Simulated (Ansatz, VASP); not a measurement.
## Al in VASP and in Ansatz

Contents of INCAR:

```
SYSTEM = Al
  ALGO = Fast
  EDIFF = 1E-6
  ENCUT = 520
  GGA = PE
  ISIF = 2
  ISMEAR = 0
  IVDW = 12
  LASPH = .True.
  LCHARG = .False.
  LREAL = .False.
  LWAVE = .False.
  NBANDS = 14
  NELM = 80
  PREC = Accurate
  SIGMA = 0.15
```

The input KPOINTS:

```
k-points
0
Gamma
  18 18 4
  0 0 0
```

POSCAR

```
Al
1.0
    2.7750000000      0.0000000000      0.0000000000
   -1.3875000000      2.4032204955      0.0000000000
    0.0000000000      0.0000000000      8.4426000000
Al
4
Direct
    0.0000000000      0.0000000000      0.0000000000
    0.3333333333      0.6666666667      0.2500000000
    0.0000000000      0.0000000000      0.5000000000
    0.6666666667      0.3333333333      0.7500000000
```

Input for Ansatz:

```yaml
crystal:
  lattice:
    - [2.775, 0.0, 0.0]
    - [-1.3875, 2.4032204955, 0.0]
    - [0.0, 0.0, 8.4426]
  atoms:
    - { symbol: Al, position: [0.0, 0.0, 0.0] }
    - { symbol: Al, position: [0.3333333333, 0.6666666667, 0.25] }
    - { symbol: Al, position: [0.0, 0.0, 0.5] }
    - { symbol: Al, position: [0.6666666667, 0.3333333333, 0.75] }
basis:
  ecutwfc: 420
kpoints:
  mp_grid: { grid: [18, 18, 4] }
hamiltonian:
  xc: pbe
  pseudopotentials: { kind: paw, azcp: { folder: soft_1 } }
  dispersion: d3bj
scf:
  occupations: { method: gaussian, width: 0.15 }
output:
  forces: true
  stress: true
  eigenvalues: true
```

Alike in both runs: task single point; functional PBE; dispersion D3(BJ); k mesh 18 × 18 × 4; occupations gaussian, width 0.15 eV; no spin polarisation.

|  | VASP | Ansatz |
| --- | --- | --- |
| version | VASP 6.6.1 | Ansatz 0.2.0 |
| potentials or method | VASP PAW PBE potentials, release 64 (Al), cutoff 520 eV | scalar-relativistic, plane waves, PAW |
| valence electrons in the cell | 12 | 12 |

|  | VASP | Ansatz | Ansatz less VASP |
| --- | --- | --- | --- |
| gap on the k mesh at the Fermi level (eV) | none | none | - |
| pressure (GPa) | 13.9 | 13.9 | -0.02 |
| traceless stress, the component that is largest in VASP (GPa) | 6.66 | 6.65 | -0.002 |

A gap of «none» marks a metal or a gap that the smearing closes.
